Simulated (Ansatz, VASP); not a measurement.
## Two plane-wave programs on CdTe

```xyz
2
Lattice="3.7349 0.0000 0.0000 0.0000 3.7349 0.0000 0.0000 0.0000 3.7349" Properties=species:S:1:pos:R:3 pbc="T T T"
Cd    0.0000    0.0000    0.0000
Te    1.8674    1.8674    1.8674
```

Alike in both runs: task single point; functional r2SCAN; dispersion rVV10; k mesh 8 × 8 × 8; occupations fermi-dirac, width 0.03 eV; no spin polarisation.

|  | VASP | Ansatz |
| --- | --- | --- |
| version | VASP 6.6.1 | Ansatz 0.2.0 |
| potentials or method | VASP PAW PBE potentials, release 64 (Cd, Te) | plane waves, PAW |
| plane-wave cutoff (eV) | 550 | 500 |
| valence electrons in the cell | 18 | 36 |

|  | VASP | Ansatz | Ansatz less VASP |
| --- | --- | --- | --- |
| pressure (GPa) | 0.5 | 0.1 | -0.42 |

VASP's potentials were made for PBE, not for r2SCAN. VASP's potentials hold 18 valence electrons a cell and Ansatz's 36, so a difference there can come from the potentials and not from the codes.

Neither program's run includes spin-orbit coupling.
